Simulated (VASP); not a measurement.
Set up this calculation in VASP 6.6.1, as the native input.

| Property | Result |
| --- | --- |
| Task | electric field gradients |
| Functional | PBE |
| Potentials or basis | VASP PAW PBE potentials, release 64 (Ni) |
| Cutoff | 520 eV |
| k mesh | 20 × 20 × 20 |
| Occupations | fermi-dirac, width 0.05 eV |
| Spin | collinear spin, ferromagnetic start |
| Starting moments | [1.5] μB |
| Dipole correction | no |
| Further INCAR settings | ALGO = Normal; EDIFF = 1e-08; NBANDS = 15 |

The structure of Ni lies in POSCAR:

```
Ni
1.0
    0.0000000000      1.7502705000      1.7679500000
    1.7502705000      0.0000000000      1.7679500000
    1.7502705000      1.7502705000      0.0000000000
Ni
1
Direct
    0.0000000000      0.0000000000      0.0000000000
```

This cell differs from its parent crystal: equal xx and yy strain of -1 %.

The input as run:

INCAR

```
PREC = Accurate
ENCUT = 520
EDIFF = 1E-8
ISMEAR = -1
SIGMA = 0.05
LREAL = F
LASPH = T
NELM = 150
ALGO = Normal
ISIF = 2
LWAVE = F
LCHARG = F
ISPIN = 2
MAGMOM = 1.5
LORBIT = 11
LMAXMIX = 4
GGA = PE
LEFG = T
NBANDS = 15
```

KPOINTS

```
Automatic mesh
0
Gamma
  20 20 20
```

Potentials or basis: VASP PAW PBE potentials, release 64 (Ni).

Run with:

```sh
$ cat potpaw_PBE.64/Ni/POTCAR > POTCAR
$ mpirun -np 1 vasp_std > vasp.out
```

Results of the run:

The pressure is 1.1 GPa. The net moment is 0.63 μB per cell. The site moments are Ni +0.64 μB and the largest electric field gradient by atom is Ni +0.8 V/Å². The valence electrons inside the program's atomic spheres are Ni 9.32.

Caveat: the cell differs from its parent crystal (equal xx and yy strain of -1 %); without QUAD_EFG the Cq values of the log hold for a quadrupole moment of 1 mb, not for the nuclei.

Wall time 2 min on 1 thread of AMD EPYC 9R45 96-Core Processor (Zen 5), with other jobs on the host, peak memory 0.22 GiB.
